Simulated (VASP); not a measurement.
# As (P6/mmm) in VASP: notebook

Aim: see how the results for As move with the level of theory and the settings. Levels: PBE-based screened hybrid with 20 % exact exchange, PBEsol-based global hybrid with 25 % exact exchange. Tasks: single point.

All numbers are computed with VASP 6.6.1; they aren't measurements. Logs are shortened: lines on timing, memory, paths and dates and some standing lists are left out, and cuts for length are marked.

## (1) The cell of the first run

It takes space group P6/mmm (No. 191, hexagonal). The conventional cell has a = 4.566 Å, b = 4.566 Å, c = 2.834 Å, α = 90.00°, β = 90.00°, γ = 120.00°. As (site symmetry -6m2) has 5 As at 2.64 to 2.83 Å within 3.5 Å.

This isn't the form of As at room conditions, which is rhombohedral.

## (2) Single point, PBE-based screened hybrid with 20 % exact exchange

File POSCAR:

```
As
1.0
    4.5664000000      0.0000000000      0.0000000000
   -2.2832000000      3.9546200000      0.0000000000
    0.0000000000      0.0000000000      2.8337400000
As
2
Direct
    0.3333300000      0.6666700000      0.0000000000
    0.6666700000      0.3333300000      0.0000000000
```

File INCAR.step1:

```
PREC = Accurate
ENCUT = 520
EDIFF = 1E-5
ISMEAR = -1
SIGMA = 0.05
LREAL = F
LASPH = T
NELM = 60
ALGO = Normal
ISIF = 2
LWAVE = T
NBANDS = 12
GGA = PE
```

File INCAR.step2:

```
PREC = Accurate
ENCUT = 520
EDIFF = 1E-6
ISMEAR = -1
SIGMA = 0.05
LREAL = F
LASPH = T
NELM = 60
ALGO = Normal
ISIF = 2
LWAVE = F
LCHARG = T
GGA = PE
LHFCALC = T
AEXX = 0.2
HFSCREEN = 0.2
PRECFOCK = Normal
LELF = T
LVHAR = T
NBANDS = 12
ISTART = 1
```

File KPOINTS:

```
Automatic mesh
0
Gamma
  4 4 5
```

Potentials or basis: VASP PAW PBE potentials, release 64 (As).

On the command line:

```sh
cat potpaw_PBE.64/As/POTCAR > POTCAR
cp INCAR.step1 INCAR
mpirun -np 1 vasp_std > vasp.out
cp INCAR.step2 INCAR
mpirun -np 1 vasp_std > vasp.out
```

OUTCAR:

```text
PREC = Accurate
   ENCUT = 520
   EDIFF = 1E-6
   ISMEAR = -1
   LREAL = F
   LASPH = T
   NELM = 60
   ISIF = 2
   GGA = PE
   LHFCALC = T
   AEXX = 0.2
   HFSCREEN = 0.2
   PRECFOCK = Normal
   ISTART = 1

 ion  position               nearest neighbor table
   1  0.333  0.667  0.000-   2 2.64   2 2.64   2 2.64
   2  0.667  0.333  0.000-   1 2.64   1 2.64   1 2.64

  LATTYP: Found a hexagonal cell.
 ALAT       =     4.5664000000
 C/A-ratio  =     0.6205632446

  Lattice vectors:

 A1 = (   4.5664000000,   0.0000000000,   0.0000000000)
 A2 = (  -2.2832000000,   3.9546200000,   0.0000000000)
 A3 = (   0.0000000000,   0.0000000000,   2.8337400000)

Analysis of symmetry for initial positions (statically):
=====================================================================
 Subroutine PRICEL returns:
 Original cell was already a primitive cell.

 Routine SETGRP: Setting up the symmetry group for a
 hexagonal supercell.

 Subroutine GETGRP returns: Found  8 space group operations
 (whereof  8 operations were pure point group operations)
 out of a pool of 24 trial point group operations.

The static configuration has the point symmetry D_2h.

Analysis of symmetry for dynamics (positions and initial velocities):
=====================================================================
 Subroutine PRICEL returns:
 Original cell was already a primitive cell.

 Routine SETGRP: Setting up the symmetry group for a
 hexagonal supercell.

 Subroutine GETGRP returns: Found  8 space group operations
 (whereof  8 operations were pure point group operations)
 out of a pool of 24 trial point group operations.

The dynamic configuration has the point symmetry D_2h.

 Subroutine INISYM returns: Found  8 space group operations
 (whereof  8 operations are pure point group operations),
 and found     1 'primitive' translations

----------------------------------------------------------------------------------------

                                     Primitive cell

  volume of cell :      51.1727

  direct lattice vectors                    reciprocal lattice vectors
     4.566400000  0.000000000  0.000000000     0.218990890  0.126434398  0.000000000
    -2.283200000  3.954620000  0.000000000     0.000000000  0.252868796  0.000000000
     0.000000000  0.000000000  2.833740000     0.000000000  0.000000000  0.352890526

  length of vectors
     4.566400000  4.566401382  2.833740000     0.252868873  0.252868796  0.352890526

  position of ions in fractional coordinates (direct lattice)
     0.333330000  0.666670000  0.000000000
     0.666670000  0.333330000  0.000000000

  ion indices of the primitive-cell ions
   primitive index   ion index
                 1           1
                 2           2

----------------------------------------------------------------------------------------

 KPOINTS: Automatic mesh

Automatic generation of k-mesh.
 Grid dimensions read from file:
 generate k-points for:    4    4    5

 Generating k-lattice:

  Cartesian coordinates                     Fractional coordinates (reciprocal lattice)
     0.054747722  0.031608600  0.000000000     0.250000000 -0.000000000  0.000000000
     0.000000000  0.063217199  0.000000000     0.000000000  0.250000000  0.000000000
     0.000000000  0.000000000  0.070578105     0.000000000  0.000000000  0.200000000

  Length of vectors
     0.063217218  0.063217199  0.070578105

  Shift w.r.t. Gamma in fractional coordinates (k-lattice)
     0.000000000  0.000000000  0.000000000

 Subroutine IBZKPT returns following result:
 ===========================================

 Found     21 irreducible k-points:

 Following reciprocal coordinates:
            Coordinates               Weight
  0.000000  0.000000  0.000000      1.000000
  0.250000 -0.000000  0.000000      4.000000
 -0.250000  0.250000  0.000000      2.000000
  0.500000 -0.000000  0.000000      2.000000
  0.500000  0.500000  0.000000      1.000000
  0.250000  0.250000  0.000000      2.000000
[... 13 lines left out ...]
  0.250000  0.250000  0.400000      4.000000
 -0.250000  0.500000  0.400000      8.000000
   k-points           NKPTS =     21   k-points in BZ     NKDIM =     80   number of bands    NBANDS=     12
   number of dos      NEDOS =    301   number of ions     NIONS =      2
   total plane-waves  NPLWV =  31104
   dimension x,y,z NGX =    36 NGY =   36 NGZ =   24
   dimension x,y,z NGXF=    72 NGYF=   72 NGZF=   48
   ions per type =               2
   NGX,Y,Z   is equivalent  to a cutoff of  13.11, 13.11, 14.08 a.u.
   NGXF,Y,Z  is equivalent  to a cutoff of  26.21, 26.21, 28.16 a.u.
 SYSTEM =  unknown system
   PREC   = accura    normal or accurate (medium, high low for compatibility)
   ISTART =      1    job   : 0-new  1-cont  2-samecut
   ICHARG =      0    charge: 1-file 2-atom 10-const
   ISPIN  =      1    spin polarized calculation?
   LNONCOLLINEAR =      F non collinear calculations
   LSORBIT =      F    spin-orbit coupling
   LASPH  =      T    aspherical Exc in radial PAW
   ENCUT  =  520.0 eV  38.22 Ry    6.18 a.u.   8.49  8.49  5.27*2*pi/ulx,y,z
   NELM   =     60;   NELMIN=  2; NELMDL=  0     # of ELM steps
   EDIFF  = 0.1E-05   stopping-criterion for ELM
   LREAL  =      F    real-space projection
   EDIFFG = 0.1E-04   stopping-criterion for IOM
   NSW    =      0    number of steps for IOM
   IBRION =     -1    ionic relax: 0-MD 1-quasi-New 2-CG
   NFREE  =      0    steps in history (QN), initial steepest desc. (CG)
   ISIF   =      2    stress and relaxation
   ISYM   =      3    0-nonsym 1-usesym 2-fastsym
   POTIM  = 0.5000    time-step for ionic-motion
   TEBEG  =    0.0;   TEEND  =   0.0 temperature during run
   PSTRESS=    0.0 pullay stress
   NELECT =      10.0000    total number of electrons
   NUPDOWN=      -1.0000    fix difference up-down
   EMIN   =  10.00;   EMAX   =-10.00  energy-range for DOS
   EFERMI =   0.00;   METHOD = LEGACY
   ISMEAR =    -1;   SIGMA  =   0.05  broadening in eV -4-tet -1-fermi 0-gaus
   EFERMI_NEDOS =   21; number of points for ismear=-14 and -15
   IALGO  =     38    algorithm
   IMIX   =      1    mixing-type and parameters
     AMIX     =   0.40;   BMIX     =  1.00
     AMIX_MAG =   1.60;   BMIX_MAG =  1.00
  volume/ion in A,a.u.               =      25.59       172.67
  Fermi-wavevector in a.u.,A,eV,Ry     =   0.950011  1.795260 12.279540  0.902521
  Thomas-Fermi vector in A             =   2.078348
   LORBIT       =      0    0 simple, 1 ext, 2 COOP (PROOUT), +10 PAW based schemes
   GGA     = PE    functional components
   LHFCALC =     T    Hartree Fock is set to
   PRECFOCK=normal    Normal, Fast or Accurate (Low or Medium for compatibility)
   ENCUT4O =  -1.0   cutoff for four orbital integrals eV
   NKREDX  =     1    reduce k-point grid by
   NKREDY  =     1    reduce k-point grid by
   NKREDZ  =     1    reduce k-point grid by
   AEXX    =    0.2000 exact exchange contribution
   HFSCREEN=    0.2000 screening length (either q_TF or 0.3 A-1)
   HFSCREENC=   0.2000 screening length for correlation (either q_TF or 0.3 A-1)
   ENCUTFOCK=  -1.0 apply spherical cutoff to Coloumb kernel
   IVDW    =     0    specifies the selected vdW correction
   LEPSILON=     F    determine dielectric tensor
   LRPA    =     F    only Hartree local field effects (RPA)
 non-spin polarized calculation
  energy-cutoff  :      520.00
  volume of cell :       51.17
 maximum number of plane-waves:      1408
 NGX is ok and might be reduce to    36
  NGX = 28; NGY = 28; NGZ = 16

 number of electron       9.9999998 magnetization

 Free energy of the ion-electron system (eV)
  ---------------------------------------------------
  ext. energy  EPLUGINS =         0.00000000
  ---------------------------------------------------
  free energy    TOTEN  =       -10.10920419 eV

  energy without entropy =      -10.09777533  energy(sigma->0) =      -10.10348976

 E-fermi :   3.7900     XC(G=0):  -7.8117

 val. band max:        3.7648582056   @ k =   0.5000  -0.0000   0.2000
 cond. band min:       4.0102412608   @ k =   0.0000   0.0000   0.0000
 fundamental gap:      0.2453830552
 Fermi energy:         3.7900075262

 k-point     1 :       0.0000    0.0000    0.0000
  band No.  band energies     occupation
      1     -11.7716      2.00000
      2      -5.5854      2.00000
      3      -0.9196      2.00000
      4      -0.9192      2.00000
      5       4.0102      0.02415
      6       4.0107      0.02392
      7       7.3252      0.00000
      8       8.7387      0.00000
      9      11.6531      0.00000
     10      12.5969      0.00000
     11      18.7912      0.00000
     12      18.7914      0.00000

 k-point     2 :       0.2500   -0.0000    0.0000
  band No.  band energies     occupation
      1     -11.2937      2.00000
      2      -7.1623      2.00000
      3      -1.4819      2.00000
      4       0.1562      2.00000
      5       4.2895      0.00009
      6       5.5887      0.00000
      7       7.7410      0.00000
      8      10.8621      0.00000
      9      10.9264      0.00000
     10      12.8760      0.00000
     11      14.9138      0.00000
     12      15.5065      0.00000

 k-point     3 :      -0.2500    0.2500    0.0000
  band No.  band energies     occupation
      1     -11.2938      2.00000
      2      -7.1621      2.00000
      3      -1.4821      2.00000
      4       0.1562      2.00000
      5       4.2894      0.00009
      6       5.5890      0.00000
      7       7.7409      0.00000
      8      10.8622      0.00000
      9      10.9265      0.00000
     10      12.8760      0.00000
     11      14.9139      0.00000
     12      15.5066      0.00000
[... 241 lines left out ...]
 k-point    20 :       0.2500    0.2500    0.4000
  band No.  band energies     occupation
      1      -8.1366      2.00000
      2      -6.3809      2.00000
      3      -0.9524      2.00000
      4      -0.5118      2.00000
      5       0.5735      2.00000
      6       4.2637      0.00015
      7       6.3665      0.00000
      8       8.1484      0.00000
      9      10.3353      0.00000
     10      11.9298      0.00000
     11      12.2294      0.00000
     12      13.7037      0.00000

 k-point    21 :      -0.2500    0.5000    0.4000
  band No.  band energies     occupation
      1      -8.1368      2.00000
      2      -6.3807      2.00000
      3      -0.9525      2.00000
      4      -0.5119      2.00000
      5       0.5736      2.00000
      6       4.2638      0.00015
      7       6.3661      0.00000
      8       8.1484      0.00000
      9      10.3355      0.00000
     10      11.9301      0.00000
     11      12.2294      0.00000
     12      13.7036      0.00000

------------------------ aborting loop because EDIFF is reached ----------------------------------------

  FORCE on cell =-STRESS in cart. coord.  units (eV):
  Direction    XX          YY          ZZ          XY          YZ          ZX
  --------------------------------------------------------------------------------------
  -------------------------------------------------------------------------------------
  Total       -1.7560356     -1.7561589      1.0261723     -0.0001056      0.0000000      0.0000000
  in kB      -54.9800561    -54.9839178     32.1286259     -0.0033060      0.0000000      0.0000000
  external PRESSURE =     -25.9451160 kB  Pullay stress =       0.0000000 kB

 VOLUME and BASIS-vectors are now :
 -----------------------------------------------------------------------------
  energy-cutoff  :      520.00
  volume of cell :       51.17
      direct lattice vectors                 reciprocal lattice vectors
     4.566400000  0.000000000  0.000000000     0.218990890  0.126434398  0.000000000
    -2.283200000  3.954620000  0.000000000     0.000000000  0.252868796  0.000000000
     0.000000000  0.000000000  2.833740000     0.000000000  0.000000000  0.352890526

 POSITION                                       TOTAL-FORCE (eV/Angst)
 -----------------------------------------------------------------------------------
     -0.00002      2.63643      0.00000         0.000083     -0.000048      0.000000
      2.28322      1.31819      0.00000        -0.000083      0.000048      0.000000
 -----------------------------------------------------------------------------------
    total drift:                                0.000000     -0.000000     -0.000000

  FREE ENERGIE OF THE ION-ELECTRON SYSTEM (eV)
  ---------------------------------------------------
  free  energy   TOTEN  =       -10.1092041856 eV

  energy  without entropy=      -10.0977753329  energy(sigma->0) =      -10.10348976
```

Wall time 16 min (1 thread of Intel Xeon 8259CL, shared host); peak memory 0.28 GiB.

Results:

```
Free energy            : -10.1092 eV
Pressure               : -2.6 GPa
Band gap on the k mesh : zero (bands 5 and 6 overlap by 3.92 eV)
```

Levels at points of the mesh, in eV from the Fermi level:
```csv
k point,band 2,band 3,band 4,band 5,band 6,band 7,band 8,band 9
"(0.00, 0.00, 0.00)",-9.38,-4.71,-4.71,0.22,0.22,3.54,4.95,7.86
"(0.50, 0.00, 0.00)",-12.58,-5.69,-3.41,2.62,4.00,4.69,5.95,6.01
"(0.50, 0.50, 0.00)",-12.58,-5.69,-3.41,2.62,4.00,4.69,5.95,6.01
```

Caveat: the k points lie up to 0.44 Å⁻¹ apart, too coarse for converged energies and pressures of a metal; the PAW data sets were made with another functional, which shifts forces and pressure a little.

## (3) Single point, PBEsol-based global hybrid with 25 % exact exchange

This run uses another cell than the first one, of 23.78 Å³/atom.

File POSCAR:

```
As
1.0
    4.3787861384      0.0000000000      0.0000000000
   -2.1893930692      3.7921400336      0.0000000000
    0.0000000000      0.0000000000      2.8647230721
As
2
Direct
    0.3333333333      0.6666666667      0.0000000000
    0.6666666667      0.3333333333      0.0000000000
```

File INCAR.step1:

```
PREC     = Accurate       # precision mode
ENCUT    = 520            # plane-wave cutoff, eV
EDIFF    = 1E-5           # SCF threshold, eV
ISMEAR   = -1             # smearing method
SIGMA    = 0.05           # smearing width, eV
LREAL    = False          # projectors in reciprocal space
LASPH    = True           # aspherical terms in the spheres
NELM     = 80             # most SCF steps
ALGO     = Normal         # electronic algorithm
ISIF     = 2              # what is computed and relaxed
LWAVE    = True           # write WAVECAR
GGA      = PE             # functional
NBANDS   = 12             # bands
```

File INCAR.step2:

```
PREC     = Accurate       # precision mode
ENCUT    = 520            # plane-wave cutoff, eV
EDIFF    = 1E-6           # SCF threshold, eV
ISMEAR   = -1             # smearing method
SIGMA    = 0.05           # smearing width, eV
LREAL    = False          # projectors in reciprocal space
LASPH    = True           # aspherical terms in the spheres
NELM     = 80             # most SCF steps
ALGO     = Normal         # electronic algorithm
ISIF     = 2              # what is computed and relaxed
LWAVE    = False          # write WAVECAR
LCHARG   = True           # write CHGCAR
GGA      = PS             # functional
LHFCALC  = True           # exact exchange
AEXX     = 0.25           # exact-exchange fraction
PRECFOCK = Normal       
LELF     = True           # ELF
LVHAR    = True         
ISTART   = 1            
NBANDS   = 12             # bands
```

File KPOINTS:

```
regular mesh
0
Gamma
  4 4 5
```

Potentials or basis: VASP PAW PBE potentials, release 64 (As).

On the command line:

```sh
cat potpaw_PBE.64/As/POTCAR > POTCAR
cp INCAR.step1 INCAR
mpirun -np 1 vasp_std > vasp.out
cp INCAR.step2 INCAR
mpirun -np 1 vasp_std > vasp.out
```

It took 8.6 min on 1 thread of Intel Xeon 8259CL, shared host; peak memory 0.18 GiB.

The run converged. Its results:

| Item | Value |
| --- | --- |
| Free energy | -12.1936 eV |
| Pressure | -0.3 GPa |
| Band gap on the k mesh | zero (bands 5 and 6 overlap by 5.50 eV) |

Stress tensor (GPa, compression positive):
```
-0.37  0.00  0.00
 0.00 -0.37  0.00
 0.00  0.00 -0.29
```

Levels at points of the mesh, in eV from the Fermi level:
| k point | band 3 | band 4 | band 5 | band 6 | band 7 | band 8 |
| --- | --- | --- | --- | --- | --- | --- |
| (0.00, 0.00, 0.00) | -4.78 | -4.78 | 1.32 | 1.32 | 3.73 | 6.02 |
| (0.50, 0.00, 0.00) | -5.98 | -3.23 | 4.63 | 5.14 | 5.94 | 6.77 |

Caveat: the k points lie up to 0.44 Å⁻¹ apart, too coarse for converged energies and pressures of a metal; the PAW data sets were made with another functional, which shifts forces and pressure a little.
